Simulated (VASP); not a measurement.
# Hf (P6_3/mmc) in VASP: further runs, part 3 of 3

VASP 6.6.1. Earlier steps stand in the parts before.

**6. Relaxation of cell and atoms, LDA**

INCAR reads:

```
PREC = Accurate ; ENCUT = 600
EDIFF = 1E-7 ; ISMEAR = 0
SIGMA = 0.1 ; LREAL = False
LASPH = True ; NELM = 60
ALGO = Fast ; ISIF = 3
LWAVE = False ; LCHARG = False
IBRION = 2 ; NSW = 100
EDIFFG = -0.002
```

KPOINTS reads:

```
Automatic mesh
0
Gamma
  12 12 8
```

POSCAR reads:

```
Hf
1.0
    3.1923846300      0.0000000000      0.0000000000
   -1.5961923200      2.7646861900      0.0000000000
    0.0000000000      0.0000000000      5.0450416400
Hf
2
Direct
    0.3333333300      0.6666666700      0.2500000000
    0.6666666700      0.3333333300      0.7500000000
```

Potentials or basis: VASP PAW LDA potentials, release 64 (Hf_pv).

The run is started by

```sh
$ cat potpaw_LDA.64/Hf_pv/POTCAR > POTCAR
$ mpirun -np 1 vasp_std > vasp.out
```

OUTCAR:

```text
PREC = Accurate
   ENCUT = 600
   EDIFF = 1E-7
   ISMEAR = 0
   LREAL = False
   LASPH = True
   NELM = 60
   ISIF = 3
   IBRION = 2
   NSW = 100
   EDIFFG = -0.002

 ion  position               nearest neighbor table
   1  0.333  0.667  0.250-   2 3.12   2 3.12   2 3.12   2 3.12   2 3.12   2 3.12
   2  0.667  0.333  0.750-   1 3.12   1 3.12   1 3.12   1 3.12   1 3.12   1 3.12

  LATTYP: Found a hexagonal cell.
 ALAT       =     3.1923846300
 C/A-ratio  =     1.5803364020

  Lattice vectors:

 A1 = (   3.1923846300,   0.0000000000,   0.0000000000)
 A2 = (  -1.5961923200,   2.7646861900,   0.0000000000)
 A3 = (   0.0000000000,   0.0000000000,   5.0450416400)

Analysis of symmetry for initial positions (statically):
=====================================================================
 Subroutine PRICEL returns:
 Original cell was already a primitive cell.

 Routine SETGRP: Setting up the symmetry group for a
 hexagonal supercell.

 Subroutine GETGRP returns: Found 24 space group operations
 (whereof 12 operations were pure point group operations)
 out of a pool of 24 trial point group operations.

The static configuration has the point symmetry D_3d.
 The point group associated with its full space group is D_6h.

Analysis of symmetry for dynamics (positions and initial velocities):
=====================================================================
 Subroutine PRICEL returns:
 Original cell was already a primitive cell.

 Routine SETGRP: Setting up the symmetry group for a
 hexagonal supercell.

 Subroutine GETGRP returns: Found 24 space group operations
 (whereof 12 operations were pure point group operations)
 out of a pool of 24 trial point group operations.

The dynamic configuration has the point symmetry D_3d.
 The point group associated with its full space group is D_6h.

 Subroutine INISYM returns: Found 24 space group operations
 (whereof 12 operations are pure point group operations),
 and found     1 'primitive' translations

----------------------------------------------------------------------------------------

                                     Primitive cell

  volume of cell :      44.5272

  direct lattice vectors                    reciprocal lattice vectors
     3.192384630  0.000000000  0.000000000     0.313245463  0.180852353  0.000000000
    -1.596192320  2.764686190  0.000000000     0.000000000  0.361704704  0.000000000
     0.000000000  0.000000000  5.045041640     0.000000000  0.000000000  0.198214419

  length of vectors
     3.192384630  3.192384634  5.045041640     0.361704704  0.361704704  0.198214419

  position of ions in fractional coordinates (direct lattice)
     0.333333330  0.666666670  0.250000000
     0.666666670  0.333333330  0.750000000

  ion indices of the primitive-cell ions
   primitive index   ion index
                 1           1
                 2           2

----------------------------------------------------------------------------------------

 KPOINTS: Automatic mesh

Automatic generation of k-mesh.
 Grid dimensions read from file:
 generate k-points for:   12   12    8

 Generating k-lattice:

[... 49 lines left out ...]
   NGX,Y,Z   is equivalent  to a cutoff of  14.58, 14.58, 13.18 a.u.
   NGXF,Y,Z  is equivalent  to a cutoff of  29.16, 29.16, 26.36 a.u.
 SYSTEM =  unknown system
   PREC   = accura    normal or accurate (medium, high low for compatibility)
   ISTART =      0    job   : 0-new  1-cont  2-samecut
   ICHARG =      2    charge: 1-file 2-atom 10-const
   ISPIN  =      1    spin polarized calculation?
   LNONCOLLINEAR =      F non collinear calculations
   LSORBIT =      F    spin-orbit coupling
   LASPH  =      T    aspherical Exc in radial PAW
   ENCUT  =  600.0 eV  44.10 Ry    6.64 a.u.   6.38  6.38 10.08*2*pi/ulx,y,z
   NELM   =     60;   NELMIN=  2; NELMDL= -5     # of ELM steps
   EDIFF  = 0.1E-06   stopping-criterion for ELM
   LREAL  =      F    real-space projection
   EDIFFG = -.2E-02   stopping-criterion for IOM
   NSW    =    100    number of steps for IOM
   IBRION =      2    ionic relax: 0-MD 1-quasi-New 2-CG
   NFREE  =      1    steps in history (QN), initial steepest desc. (CG)
   ISIF   =      3    stress and relaxation
   ISYM   =      2    0-nonsym 1-usesym 2-fastsym
   POTIM  = 0.5000    time-step for ionic-motion
   TEBEG  =    0.0;   TEEND  =   0.0 temperature during run
   PSTRESS=    0.0 pullay stress
   NELECT =      20.0000    total number of electrons
   NUPDOWN=      -1.0000    fix difference up-down
   EMIN   =  10.00;   EMAX   =-10.00  energy-range for DOS
   EFERMI =   0.00;   METHOD = LEGACY
   ISMEAR =     0;   SIGMA  =   0.10  broadening in eV -4-tet -1-fermi 0-gaus
   EFERMI_NEDOS =   21; number of points for ismear=-14 and -15
   IALGO  =     68    algorithm
   IMIX   =      4    mixing-type and parameters
     AMIX     =   0.40;   BMIX     =  1.00
     AMIX_MAG =   1.60;   BMIX_MAG =  1.00
  volume/ion in A,a.u.               =      22.26       150.24
  Fermi-wavevector in a.u.,A,eV,Ry     =   1.253746  2.369236 21.386713  1.571879
  Thomas-Fermi vector in A             =   2.387584
   LORBIT       =      0    0 simple, 1 ext, 2 COOP (PROOUT), +10 PAW based schemes
   GGA     = CA    functional components
   LHFCALC =     F    Hartree Fock is set to
   AEXX    =    0.0000 exact exchange contribution
   IVDW    =     0    specifies the selected vdW correction
   LEPSILON=     F    determine dielectric tensor
   LRPA    =     F    only Hartree local field effects (RPA)
 conjugate gradient relaxation of ions
 non-spin polarized calculation
 RMM-DIIS sequential band-by-band and
 Gauss-broadening in eV      SIGMA  =   0.10
  energy-cutoff  :      600.00
  volume of cell :       44.53
 maximum number of plane-waves:      1510
 NGX is ok and might be reduce to    28
   NGX = 13   NGY = 13   NGZ = 21

--------------------------------------- Ionic step        1  -------------------------------------------

 number of electron      20.0000000 magnetization

 Free energy of the ion-electron system (eV)
  ---------------------------------------------------
  ext. energy  EPLUGINS =         0.00000000
  ---------------------------------------------------
  free energy    TOTEN  =       -21.32677616 eV

  energy without entropy =      -21.31816296  energy(sigma->0) =      -21.32246956

------------------------ aborting loop because EDIFF is reached ----------------------------------------

  FORCE on cell =-STRESS in cart. coord.  units (eV):
  Direction    XX          YY          ZZ          XY          YZ          ZX
  --------------------------------------------------------------------------------------
  -------------------------------------------------------------------------------------
  Total       -1.9897349     -1.9897349     -1.9593808      0.0000000      0.0000000     -0.0000000
  in kB      -71.5945549    -71.5945550    -70.5023558      0.0000001      0.0000000     -0.0000000
  external PRESSURE =     -71.2304886 kB  Pullay stress =       0.0000000 kB
[... 203 lines left out ...]
--------------------------------------- Ionic step        7  -------------------------------------------

 number of electron      19.9999999 magnetization

 Free energy of the ion-electron system (eV)
  ---------------------------------------------------
  ext. energy  EPLUGINS =         0.00000000
  ---------------------------------------------------
  free energy    TOTEN  =       -21.39324450 eV

  energy without entropy =      -21.38591963  energy(sigma->0) =      -21.38958207

 E-fermi :   5.3155     XC(G=0): -11.7974

 val. band max:        5.3111294381   @ k =   0.1667   0.0000   0.2500
 cond. band min:       5.3318278138   @ k =   0.0833   0.0833   0.0000
 fundamental gap:      0.0206983757
 Fermi energy:         5.3154688505

 k-point     1 :       0.0000    0.0000    0.0000
  band No.  band energies     occupation
      1     -25.6056      2.00000
      2     -24.6534      2.00000
      3     -24.6534      2.00000
      4     -24.4924      2.00000
      5     -24.4924      2.00000
      6     -24.4918      2.00000
      7      -2.2476      2.00000
      8       1.3651      2.00000
      9       6.3557      0.00000
     10       6.4274      0.00000
     11       6.4274      0.00000
     12       6.7042      0.00000
     13       7.3134      0.00000
     14       7.3134      0.00000
[... 377 lines left out ...]
      1     -25.3467      2.00000
      2     -25.1519      2.00000
      3     -25.0641      2.00000
      4     -24.8182      2.00000
      5     -24.6529      2.00000
      6     -24.5870      2.00000
      7       0.6912      2.00000
      8       2.7659      2.00000
      9       3.4700      2.00000
     10       4.6365      2.00000
     11       6.0145      0.00000
     12       6.4805      0.00000
     13       6.6809      0.00000
     14       9.6205      0.00000

 [... further k-points ...]
[... 5 lines left out ...]
  --------------------------------------------------------------------------------------
  -------------------------------------------------------------------------------------
  Total        0.0030406      0.0030406      0.0010375     -0.0000000      0.0000000     -0.0000000
  in kB        0.1168740      0.1168740      0.0398792     -0.0000000      0.0000000     -0.0000000
  external PRESSURE =       0.0912091 kB  Pullay stress =       0.0000000 kB
[... 17 lines left out ...]
  FREE ENERGIE OF THE ION-ELECTRON SYSTEM (eV)
  ---------------------------------------------------
  free  energy   TOTEN  =       -21.3932445022 eV

  energy  without entropy=      -21.3859196310  energy(sigma->0) =      -21.38958207

 reached required accuracy - stopping structural energy minimisation
```

OSZICAR:

```text
N       E                     dE             d eps       ncg     rms          rms(c)
DAV:   1     0.516880910235E+02    0.51688E+02   -0.12619E+04  2660   0.151E+03
DAV:   2    -0.197438697441E+02   -0.71432E+02   -0.70241E+02  3266   0.289E+02
DAV:   3    -0.220864691431E+02   -0.23426E+01   -0.22482E+01  3628   0.328E+01
[... 67 lines left out ...]
       N       E                     dE             d eps       ncg     rms          rms(c)
DAV:   1    -0.213932495572E+02   -0.61984E-05   -0.36264E-04  3140   0.158E-01    0.124E-02
RMM:   2    -0.213932456915E+02    0.38657E-05   -0.42036E-06  2777   0.173E-02    0.802E-03
RMM:   3    -0.213932445313E+02    0.11602E-05   -0.19568E-06  2868   0.930E-03    0.796E-03
RMM:   4    -0.213932445022E+02    0.29189E-07   -0.64508E-07  2308   0.473E-03
   7 F= -.21393245E+02 E0= -.21389582E+02  d E =-.109841E-03
```

CONTCAR:

```text
Hf
   1.00000000000000
     3.1192400172975381    0.0000000001318928   -0.0000000000000000
    -1.5596200134199858    2.7013410970623908    0.0000000000000000
    -0.0000000000000000    0.0000000000000000    4.9467135507258631
  Hf
     2
Direct
     0.3333333300000021    0.6666666699999979    0.2500000000000000
     0.6666666699999979    0.3333333300000021    0.7500000000000000

  0.00000000E+00  0.00000000E+00  0.00000000E+00
  0.00000000E+00  0.00000000E+00  0.00000000E+00
```

Wall time 2.8 min (1 thread of Intel Xeon 6975P-C (Granite Rapids), shared host); peak memory 0.22 GiB.

Results:

* Free energy: -21.3932 eV
* Relaxed volume: 20.84 Å³/atom
* Relaxed cell: a = 3.119 Å, b = 3.119 Å, c = 4.947 Å, α = 90.00°, β = 90.00°, γ = 120.00°
* Space group after relaxing (to 0.05 Å): P6_3/mmc (No. 194)
* Energy gained by relaxing: 33.2 meV/atom
* Ionic steps: 7
* Pressure after relaxing: 0.0 GPa
* Band gap on the k mesh: zero (band 10 reaches 6.43 eV, above the bottom of band 11 at 5.02 eV)

Step by step:
```tsv
step	energy change (eV)	largest force (eV/Å)	pressure (GPa)	volume (Å³)
1	0.0000	0.0000	-7.12	44.53
2	0.0407	0.0000	11.21	38.45
3	-0.0663	0.0000	-0.16	41.74
4	-0.0664	0.0000	0.01	41.69
5	-0.0665	0.0000	0.01	41.68
6	-0.0665	0.0000	0.01	41.68
7	-0.0665	0.0000	0.01	41.68
```

Final structure:
```xyz
2
Lattice="3.1192 0.0000 0.0000 -1.5596 2.7013 0.0000 0.0000 0.0000 4.9467" Properties=species:S:1:pos:R:3 pbc="T T T"
Hf    0.0000    1.8009    1.2367
Hf    1.5596    0.9004    3.7100
```

Levels at points of the mesh, in eV from the Fermi level:
```tsv
k point	band 8	band 9	band 10	band 11	band 12	band 13
(0.00, 0.00, 0.00)	-3.95	1.04	1.11	1.11	1.39	2.00
(0.50, 0.00, 0.00)	-3.04	-2.48	-0.57	0.70	0.93	1.76
(0.00, 0.00, 0.50)	-5.46	0.09	0.09	1.00	1.00	1.00
(0.50, 0.00, 0.50)	-3.65	-1.16	-1.16	1.53	1.53	2.73
```

Caveat: spin-orbit coupling is left out, which moves the levels of the heavy elements.

**7. The runs side by side**

| task | cell | k mesh | cutoff (eV) | smearing | gap on the mesh (eV) | pressure (GPa) | relaxed volume (Å³/atom) |
| --- | --- | --- | --- | --- | --- | --- | --- |
| single point | a = 3.192, b = 3.192, c = 5.045 Å, angles 90.0, 90.0, 120.0°, 2 atoms | 6 × 6 × 4 | 520 | gaussian 0.1 eV | none | -7.1 | - |
| single point | a = 3.118, b = 3.118, c = 4.947 Å, angles 90.0, 90.0, 120.0°, 2 atoms | 12 × 12 × 8 | 520 | gaussian 0.1 eV | none | 0.1 | - |
| single point | a = 3.116, b = 3.116, c = 4.960 Å, angles 90.0, 90.0, 120.0°, 2 atoms | 12 × 12 × 8 | 520 | fermi-dirac 0.15 eV | none | 0.1 | - |
| relaxation of cell and atoms | relaxed from a = 3.118, b = 3.118, c = 4.947 Å, angles 90.0, 90.0, 120.0°, 2 atoms | 12 × 12 × 8 | 600 | fermi-dirac 0.15 eV | none | 0.0 | 20.87 |
| relaxation of cell and atoms | relaxed from a = 3.192, b = 3.192, c = 5.045 Å, angles 90.0, 90.0, 120.0°, 2 atoms | 12 × 12 × 8 | 600 | gaussian 0.1 eV | none | 0.0 | 20.84 |

Alike in all rows: level LDA; potentials or basis VASP PAW LDA potentials, release 64 (Hf_pv); no spin polarisation.

Caveats: some runs use coarse meshes; spin-orbit coupling is left out, which moves the levels of the heavy elements.

Absolute energies hang on the potentials; compare differences alone.
